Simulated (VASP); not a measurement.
# Ru (P6_3/mmc) in VASP: further runs

Ru is run at these levels: PBEsol; tasks: single point.

Everything below comes from runs of VASP 6.6.1. Logs are shortened: lines on timing, memory, paths and dates and some standing lists are left out, and cuts for length are marked.

### Step 1. The cell of the first run

It takes space group P6_3/mmc (No. 194, hexagonal). Conventional cell: a = 2.757 Å, b = 2.757 Å, c = 4.146 Å, α = 90.00°, β = 90.00°, γ = 120.00°. Within 3.4 Å of Ru (site symmetry -6m2) lie 12 Ru at 2.61 to 2.76 Å.

### Step 2. Single point, PBEsol (strain +0.025 along x and y, -0.025 along z)

Input file INCAR:

```
SYSTEM = Ru
PREC = Accurate ; ENCUT = 520
EDIFF = 1E-7 ; ISMEAR = 0
SIGMA = 0.15 ; LREAL = .FALSE.
LASPH = .TRUE. ; NELM = 60
ALGO = Fast ; ISIF = 2
LWAVE = .FALSE. ; LCHARG = .FALSE.
GGA = PS ; NBANDS = 21
```

Input file KPOINTS:

```
regular mesh
0
G
  24 24 14
  0 0 0
```

Input file POSCAR:

```
Ru
1.0
    2.7567620996      0.0000000000      0.0000000000
   -1.3783810498      2.3874260104      0.0000000000
    0.0000000000      0.0000000000      4.1456229270
Ru
2
Direct
    0.3333333333      0.6666666667      0.2500000000
    0.6666666667      0.3333333333      0.7500000000
```

Potentials or basis: VASP PAW PBE potentials, release 64 (Ru_pv).

Command:

```sh
> cat potpaw_PBE.64/Ru_pv/POTCAR > POTCAR
> mpirun -np 1 vasp_std > vasp.out
```

OUTCAR:

```text
SYSTEM = Ru
   PREC = Accurate
   ENCUT = 520
   EDIFF = 1E-7
   ISMEAR = 0
   LREAL = .FALSE.
   LASPH = .TRUE.
   NELM = 60
   ISIF = 2
   GGA = PS

 ion  position               nearest neighbor table
   1  0.333  0.667  0.250-   2 2.61   2 2.61   2 2.61   2 2.61   2 2.61   2 2.61
   2  0.667  0.333  0.750-   1 2.61   1 2.61   1 2.61   1 2.61   1 2.61   1 2.61

  LATTYP: Found a hexagonal cell.
 ALAT       =     2.7567620996
 C/A-ratio  =     1.5038014806

  Lattice vectors:

 A1 = (   2.7567620996,   0.0000000000,   0.0000000000)
 A2 = (  -1.3783810498,   2.3874260104,   0.0000000000)
 A3 = (   0.0000000000,   0.0000000000,   4.1456229270)

Analysis of symmetry for initial positions (statically):
=====================================================================
 Subroutine PRICEL returns:
 Original cell was already a primitive cell.

 Routine SETGRP: Setting up the symmetry group for a
 hexagonal supercell.

 Subroutine GETGRP returns: Found 24 space group operations
 (whereof 12 operations were pure point group operations)
 out of a pool of 24 trial point group operations.

The static configuration has the point symmetry D_3d.
 The point group associated with its full space group is D_6h.

Analysis of symmetry for dynamics (positions and initial velocities):
=====================================================================
 Subroutine PRICEL returns:
 Original cell was already a primitive cell.

 Routine SETGRP: Setting up the symmetry group for a
 hexagonal supercell.

 Subroutine GETGRP returns: Found 24 space group operations
 (whereof 12 operations were pure point group operations)
 out of a pool of 24 trial point group operations.

The dynamic configuration has the point symmetry D_3d.
 The point group associated with its full space group is D_6h.

 Subroutine INISYM returns: Found 24 space group operations
 (whereof 12 operations are pure point group operations),
 and found     1 'primitive' translations

----------------------------------------------------------------------------------------

                                     Primitive cell

  volume of cell :      27.2847

  direct lattice vectors                    reciprocal lattice vectors
     2.756762100  0.000000000  0.000000000     0.362744395  0.209430574  0.000000000
    -1.378381050  2.387426010  0.000000000     0.000000000  0.418861148  0.000000000
     0.000000000  0.000000000  4.145622927     0.000000000  0.000000000  0.241218272

  length of vectors
     2.756762100  2.756762100  4.145622927     0.418861148  0.418861148  0.241218272

  position of ions in fractional coordinates (direct lattice)
     0.333333333  0.666666667  0.250000000
     0.666666667  0.333333333  0.750000000

  ion indices of the primitive-cell ions
   primitive index   ion index
                 1           1
                 2           2

----------------------------------------------------------------------------------------

 KPOINTS: regular mesh

Automatic generation of k-mesh.
 Grid dimensions read from file:
 generate k-points for:   24   24   14

 Generating k-lattice:

  Cartesian coordinates                     Fractional coordinates (reciprocal lattice)
     0.015114350  0.008726274  0.000000000     0.041666667  0.000000000  0.000000000
     0.000000000  0.017452548  0.000000000     0.000000000  0.041666667  0.000000000
     0.000000000  0.000000000  0.017229877     0.000000000  0.000000000  0.071428571

  Length of vectors
     0.017452548  0.017452548  0.017229877

  Shift w.r.t. Gamma in fractional coordinates (k-lattice)
     0.000000000  0.000000000  0.000000000

 Subroutine IBZKPT returns following result:
 ===========================================

 Found    488 irreducible k-points:

 Following reciprocal coordinates:
            Coordinates               Weight
  0.000000  0.000000  0.000000      1.000000
  0.041667  0.000000  0.000000      6.000000
  0.083333  0.000000  0.000000      6.000000
  0.125000  0.000000  0.000000      6.000000
  0.166667  0.000000  0.000000      6.000000
[... 48 lines left out ...]
      6     -29.7936      2.00000
[... 13 lines left out ...]
     20      22.9013      0.00000
     21      23.5500      0.00000

 k-point     2 :       0.0417    0.0000    0.0000
  band No.  band energies     occupation
      1     -31.0393      2.00000
      2     -30.1249      2.00000
      3     -30.1184      2.00000
      4     -29.9074      2.00000
      5     -29.8971      2.00000
      6     -29.7971      2.00000
[... 13 lines left out ...]
     20      22.9013      0.00000
     21      23.5431      0.00000

 k-point     3 :       0.0833    0.0000    0.0000
  band No.  band energies     occupation
      1     -31.0215      2.00000
      2     -30.1558      2.00000
      3     -30.1302      2.00000
      4     -29.9405      2.00000
      5     -29.9003      2.00000
      6     -29.8076      2.00000
[... 13 lines left out ...]
     20      22.9013      0.00000
     21      23.5201      0.00000

 k-point     4 :       0.1250    0.0000    0.0000
  band No.  band energies     occupation
      1     -30.9924      2.00000
      2     -30.2051      2.00000
      3     -30.1486      2.00000
      4     -29.9925      2.00000
      5     -29.9056      2.00000
      6     -29.8251      2.00000
[... 13 lines left out ...]
     20      22.9013      0.00000
     21      23.4762      0.00000

 k-point     5 :       0.1667    0.0000    0.0000
  band No.  band energies     occupation
      1     -30.9531      2.00000
      2     -30.2695      2.00000
      3     -30.1720      2.00000
      4     -30.0594      2.00000
      5     -29.9131      2.00000
      6     -29.8494      2.00000
[... 13 lines left out ...]
     20      22.9012      0.00000
     21      23.4092      0.00000
[... 382 lines left out ...]
     20      23.0064      0.00000
     21      23.4990      0.00000

 k-point    22 :       0.3750    0.0417    0.0000
  band No.  band energies     occupation
      1     -30.6726      2.00000
      2     -30.6294      2.00000
      3     -30.4536      2.00000
      4     -30.3106      2.00000
      5     -30.0773      2.00000
      6     -29.9748      2.00000
[... 13 lines left out ...]
     20      23.9021      0.00000
     21      25.6638      0.00000

 k-point    23 :       0.4167    0.0417    0.0000
  band No.  band energies     occupation
      1     -30.7135      2.00000
      2     -30.5798      2.00000
      3     -30.4886      2.00000
      4     -30.3255      2.00000
      5     -30.1173      2.00000
      6     -29.9811      2.00000
[... 13 lines left out ...]
     20      24.6264      0.00000
     21      25.0919      0.00000

 k-point    24 :       0.4583    0.0417    0.0000
  band No.  band energies     occupation
      1     -30.7346      2.00000
      2     -30.5503      2.00000
      3     -30.5067      2.00000
      4     -30.3331      2.00000
      5     -30.1419      2.00000
      6     -29.9843      2.00000
[... 13 lines left out ...]
     20      24.7832      0.00000
     21      25.0596      0.00000

 [... further k-points ...]

------------------------ aborting loop because EDIFF is reached ----------------------------------------

  FORCE on cell =-STRESS in cart. coord.  units (eV):
  Direction    XX          YY          ZZ          XY          YZ          ZX
  --------------------------------------------------------------------------------------
  -------------------------------------------------------------------------------------
  Total       -2.2560537     -2.2560537      1.2636748      0.0000000      0.0000000     -0.0000000
  in kB     -132.4771582   -132.4771582     74.2039311      0.0000000      0.0000000     -0.0000000
  external PRESSURE =     -63.5834617 kB  Pullay stress =       0.0000000 kB

 VOLUME and BASIS-vectors are now :
 -----------------------------------------------------------------------------
  energy-cutoff  :      520.00
  volume of cell :       27.28
      direct lattice vectors                 reciprocal lattice vectors
     2.756762100  0.000000000  0.000000000     0.362744395  0.209430574  0.000000000
    -1.378381050  2.387426010  0.000000000     0.000000000  0.418861148  0.000000000
     0.000000000  0.000000000  4.145622927     0.000000000  0.000000000  0.241218272

 POSITION                                       TOTAL-FORCE (eV/Angst)
 -----------------------------------------------------------------------------------
     -0.00000      1.59162      1.03641         0.000000      0.000000      0.000000
      1.37838      0.79581      3.10922        -0.000000     -0.000000      0.000000
 -----------------------------------------------------------------------------------
    total drift:                               -0.000000      0.000000     -0.000000

  FREE ENERGIE OF THE ION-ELECTRON SYSTEM (eV)
  ---------------------------------------------------
  free  energy   TOTEN  =       -20.2782018047 eV

  energy  without entropy=      -20.2595163066  energy(sigma->0) =      -20.26885906
```

It took 3.6 min on 1 thread of Intel Xeon 6975P-C (Granite Rapids), shared host; peak memory 0.32 GiB.

What came out:

```yaml
Free_energy: -20.2782 eV
Pressure: -6.4 GPa
Band_gap_on_the_k_mesh: zero (band 14 reaches 14.00 eV, above the bottom of band 15 at 10.81 eV)
```

Stress tensor (GPa, compression positive):
```
-13.25   0.00   0.00
  0.00 -13.25   0.00
  0.00   0.00   7.42
```

Levels at points of the mesh, in eV from the Fermi level:
| k point | band 11 | band 12 | band 13 | band 14 | band 15 | band 16 | band 17 | band 18 |
| --- | --- | --- | --- | --- | --- | --- | --- | --- |
| (0.00, 0.00, 0.00) | -1.96 | -1.87 | -1.87 | -1.79 | -1.79 | 1.16 | 1.16 | 1.82 |
| (0.50, 0.00, 0.00) | -2.01 | -1.79 | -1.26 | 1.09 | 1.63 | 2.12 | 3.87 | 5.85 |
| (0.00, 0.00, 0.50) | -2.97 | -2.97 | -2.47 | -2.47 | 0.59 | 0.59 | 0.59 | 0.59 |
| (0.50, 0.00, 0.50) | -1.27 | -1.27 | 0.37 | 0.37 | 1.43 | 1.43 | 3.27 | 3.27 |

Caveat: the cell differs from its parent crystal (strain +0.025 along x and y, -0.025 along z); the PAW data sets were made with another functional, which shifts forces and pressure a little.

### Step 3. Single point, PBEsol (strain +0.050 along x and y, -0.050 along z)

Input file INCAR:

```
SYSTEM = Ru
  ALGO = Fast
  EDIFF = 1E-7
  ENCUT = 520
  GGA = PS
  ISIF = 2
  ISMEAR = 0
  LASPH = .TRUE.
  LCHARG = .FALSE.
  LREAL = .FALSE.
  LWAVE = .FALSE.
  NBANDS = 21
  NELM = 80
  PREC = Accurate
  SIGMA = 0.15
```

Input file KPOINTS:

```
k-points
0
G
  24 24 14
  0 0 0
```

Input file POSCAR:

```
Ru
1.0
    2.8240001996      0.0000000000      0.0000000000
   -1.4120000998      2.4456559131      0.0000000000
    0.0000000000      0.0000000000      4.0393249033
Ru
2
Direct
    0.3333333333      0.6666666667      0.2500000000
    0.6666666667      0.3333333333      0.7500000000
```

Potentials or basis: VASP PAW PBE potentials, release 64 (Ru_pv).

Command:

```sh
> cat potpaw_PBE.64/Ru_pv/POTCAR > POTCAR
> mpirun -np 1 vasp_std > vasp.out
```

Run time: 3.5 min. Hardware: 1 thread of Intel Xeon 6975P-C (Granite Rapids), shared host; peak memory 0.32 GiB.

The run converged. Its results:

| Property | Result |
| --- | --- |
| Free energy | -20.0790 eV |
| Pressure | -9.9 GPa |
| Band gap on the k mesh | zero (band 14 reaches 13.50 eV, above the bottom of band 15 at 10.72 eV) |

Stress tensor (GPa, compression positive):
```
-22.14   0.00   0.00
  0.00 -22.14   0.00
  0.00   0.00  14.57
```

Levels at points of the mesh, in eV from the Fermi level:
```csv
k point,band 10,band 11,band 12,band 13,band 14,band 15,band 16,band 17,band 18,band 19
"(0.00, 0.00, 0.00)",-2.66,-2.11,-2.11,-1.77,-1.77,-1.46,1.12,1.12,2.40,10.30
"(0.50, 0.00, 0.00)",-3.61,-2.15,-1.48,-0.95,0.73,1.39,2.23,3.56,5.45,11.05
"(0.00, 0.00, 0.50)",-3.12,-3.12,-3.12,-2.14,-2.14,0.66,0.66,0.66,0.66,10.30
"(0.50, 0.00, 0.50)",-4.05,-1.43,-1.43,0.29,0.29,1.17,1.17,3.08,3.08,9.99
```

Caveat: the cell differs from its parent crystal (strain +0.050 along x and y, -0.050 along z); the PAW data sets were made with another functional, which shifts forces and pressure a little.

### Step 4. Single point, PBEsol (strain +0.000 along x and y, +0.050 along z)

Input file INCAR:

```
SYSTEM = Ru
ALGO = Fast
EDIFF = 1E-6
ENCUT = 520
GGA = PS
ISIF = 2
ISMEAR = 0
LASPH = .TRUE.
LCHARG = .TRUE.
LELF = .TRUE.
LREAL = .FALSE.
LVHAR = .TRUE.
LWAVE = .FALSE.
NBANDS = 21
NELM = 60
PREC = Accurate
SIGMA = 0.15
```

KPOINTS is that of step 3.

Input file POSCAR:

```
Ru
1.0
    2.6895239996      0.0000000000      0.0000000000
   -1.3447619998      2.3291961077      0.0000000000
    0.0000000000      0.0000000000      4.4645169983
Ru
2
Direct
    0.3333333333      0.6666666667      0.2500000000
    0.6666666667      0.3333333333      0.7500000000
```

Command:

```sh
> cat potpaw_PBE.64/Ru_pv/POTCAR > POTCAR
> mpirun -np 1 vasp_std > vasp.out
```

It took 3.3 min on 1 thread of Intel Xeon 6975P-C (Granite Rapids), shared host; peak memory 0.32 GiB.

Results (log left out):

* Free energy: -20.2186 eV
* Pressure: -14.8 GPa
* Band gap on the k mesh: zero (band 14 reaches 13.88 eV, above the bottom of band 15 at 10.84 eV)

Stress tensor (GPa, compression positive):
```
 -7.50   0.00   0.00
  0.00  -7.50   0.00
  0.00   0.00 -29.29
```

Levels at points of the mesh, in eV from the Fermi level:
| k point | band 11 | band 12 | band 13 | band 14 | band 15 | band 16 | band 17 | band 18 |
| --- | --- | --- | --- | --- | --- | --- | --- | --- |
| (0.00, 0.00, 0.00) | -2.46 | -1.91 | -1.91 | -0.98 | -0.98 | 0.69 | 1.15 | 1.15 |
| (0.50, 0.00, 0.00) | -2.28 | -1.70 | -1.61 | 1.64 | 1.65 | 1.95 | 3.99 | 6.01 |
| (0.00, 0.00, 0.50) | -2.52 | -2.52 | -2.52 | -2.52 | 0.51 | 0.51 | 0.51 | 0.51 |
| (0.50, 0.00, 0.50) | -0.85 | -0.85 | 0.43 | 0.43 | 1.83 | 1.83 | 3.28 | 3.28 |

Caveat: the cell differs from its parent crystal (strain +0.000 along x and y, +0.050 along z); the PAW data sets were made with another functional, which shifts forces and pressure a little.

### Step 5. Single point, PBEsol (strain +0.025 along x and y, +0.000 along z)

Input file INCAR:

```
PREC = Accurate
ENCUT = 520
EDIFF = 1E-6
ISMEAR = 0
SIGMA = 0.15
LREAL = F
LASPH = T
NELM = 100
ALGO = Fast
ISIF = 2
LWAVE = F
LCHARG = F
GGA = PS
NBANDS = 21
```

Input file KPOINTS:

```
Automatic mesh
0
Gamma
  24 24 14
```

Input file POSCAR:

```
Ru
1.0
    2.7567620996      0.0000000000      0.0000000000
   -1.3783810498      2.3874260104      0.0000000000
    0.0000000000      0.0000000000      4.2519209508
Ru
2
Direct
    0.3333333333      0.6666666667      0.2500000000
    0.6666666667      0.3333333333      0.7500000000
```

Command:

```sh
> cat potpaw_PBE.64/Ru_pv/POTCAR > POTCAR
> mpirun -np 1 vasp_std > vasp.out
```

It took 3.1 min on 1 thread of Intel Xeon 6975P-C (Granite Rapids), shared host; peak memory 0.32 GiB.

It converged, with:

* Free energy: -20.2737 eV
* Pressure: -14.8 GPa
* Band gap on the k mesh: zero (band 14 reaches 13.59 eV, above the bottom of band 15 at 10.50 eV)

Stress tensor (GPa, compression positive):
```
-17.53   0.00   0.00
  0.00 -17.53   0.00
  0.00   0.00  -9.19
```

Levels at points of the mesh, in eV from the Fermi level:
| k point | band 11 | band 12 | band 13 | band 14 | band 15 | band 16 | band 17 | band 18 |
| --- | --- | --- | --- | --- | --- | --- | --- | --- |
| (0.00, 0.00, 0.00) | -2.10 | -1.82 | -1.82 | -1.53 | -1.53 | 1.13 | 1.13 | 1.49 |
| (0.50, 0.00, 0.00) | -1.87 | -1.87 | -1.35 | 1.20 | 1.65 | 1.93 | 3.82 | 5.78 |
| (0.00, 0.00, 0.50) | -2.75 | -2.75 | -2.52 | -2.52 | 0.53 | 0.53 | 0.53 | 0.53 |
| (0.50, 0.00, 0.50) | -1.12 | -1.12 | 0.38 | 0.38 | 1.48 | 1.48 | 3.21 | 3.21 |

Caveat: the cell differs from its parent crystal (strain +0.025 along x and y, +0.000 along z); the PAW data sets were made with another functional, which shifts forces and pressure a little.

### Step 6. Single point, PBEsol (strain +0.050 along x and y, -0.025 along z)

Input file INCAR:

```
SYSTEM = Ru
PREC     = Accurate       ! precision mode
ENCUT    = 520            ! plane-wave cutoff, eV
EDIFF    = 1E-6           ! SCF threshold, eV
ISMEAR   = 0              ! smearing method
SIGMA    = 0.15           ! smearing width, eV
LREAL    = .False.        ! projectors in reciprocal space
LASPH    = .True.         ! aspherical terms in the spheres
NELM     = 100            ! most SCF steps
ALGO     = Fast           ! electronic algorithm
ISIF     = 2              ! what is computed and relaxed
LWAVE    = .False.        ! write WAVECAR
LCHARG   = .False.        ! write CHGCAR
GGA      = PS             ! functional
NBANDS   = 21             ! bands
```

Input file KPOINTS:

```
regular mesh
0
Gamma
  24 24 14
  0 0 0
```

Input file POSCAR:

```
Ru
1.0
    2.8240001996      0.0000000000      0.0000000000
   -1.4120000998      2.4456559131      0.0000000000
    0.0000000000      0.0000000000      4.1456229270
Ru
2
Direct
    0.3333333333      0.6666666667      0.2500000000
    0.6666666667      0.3333333333      0.7500000000
```

Potentials or basis: VASP PAW PBE potentials, release 64 (Ru_pv).

Command:

```sh
> cat potpaw_PBE.64/Ru_pv/POTCAR > POTCAR
> mpirun -np 1 vasp_std > vasp.out
```

Wall time 3.1 min (1 thread of Intel Xeon 6975P-C (Granite Rapids), shared host); peak memory 0.32 GiB.

It converged, with:

* Free energy: -20.1072 eV
* Pressure: -18.6 GPa
* Band gap on the k mesh: zero (band 14 reaches 12.95 eV, above the bottom of band 15 at 10.13 eV)

Stress tensor (GPa, compression positive):
```
-26.86   0.00   0.00
  0.00 -26.86   0.00
  0.00   0.00  -2.07
```

Levels at points of the mesh, in eV from the Fermi level:
```
           k point  band 11  band 12  band 13  band 14  band 15  band 16  band 17  band 18
(0.00, 0.00, 0.00)    -1.84    -1.84    -1.72    -1.72    -1.62     1.08     1.08     2.03
(0.50, 0.00, 0.00)    -2.00    -1.56    -1.05     0.85     1.41     2.04     3.54     5.40
(0.00, 0.00, 0.50)    -2.88    -2.88    -2.21    -2.21     0.58     0.58     0.58     0.58
(0.50, 0.00, 0.50)    -1.27    -1.27     0.32     0.32     1.22     1.22     3.05     3.05
```

Caveat: the cell differs from its parent crystal (strain +0.050 along x and y, -0.025 along z); the PAW data sets were made with another functional, which shifts forces and pressure a little.

### Step 7. The runs side by side

```tsv
cell	further INCAR settings	gap on the mesh (eV)	pressure (GPa)
a = 2.757, b = 2.757, c = 4.146 Å, angles 90.0, 90.0, 120.0°, 2 atoms	ALGO = Fast; EDIFF = 1e-07; NBANDS = 21	none	-6.4
a = 2.824, b = 2.824, c = 4.039 Å, angles 90.0, 90.0, 120.0°, 2 atoms	ALGO = Fast; EDIFF = 1e-07; NBANDS = 21	none	-9.9
a = 2.690, b = 2.690, c = 4.465 Å, angles 90.0, 90.0, 120.0°, 2 atoms	ALGO = Fast; EDIFF = 1e-06; NBANDS = 21	none	-14.8
a = 2.757, b = 2.757, c = 4.252 Å, angles 90.0, 90.0, 120.0°, 2 atoms	ALGO = Fast; EDIFF = 1e-06; NBANDS = 21	none	-14.8
a = 2.824, b = 2.824, c = 4.146 Å, angles 90.0, 90.0, 120.0°, 2 atoms	ALGO = Fast; EDIFF = 1e-06; NBANDS = 21	none	-18.6
```

Alike in all rows: task single point; level PBEsol; potentials or basis VASP PAW PBE potentials, release 64 (Ru_pv); no spin polarisation; k mesh 24 × 24 × 14; cutoff (eV) 520; smearing gaussian 0.15 eV.

Caveats: the PAW data sets were made with another functional, which shifts forces and pressure a little.

Absolute energies hang on the potentials; compare differences alone.
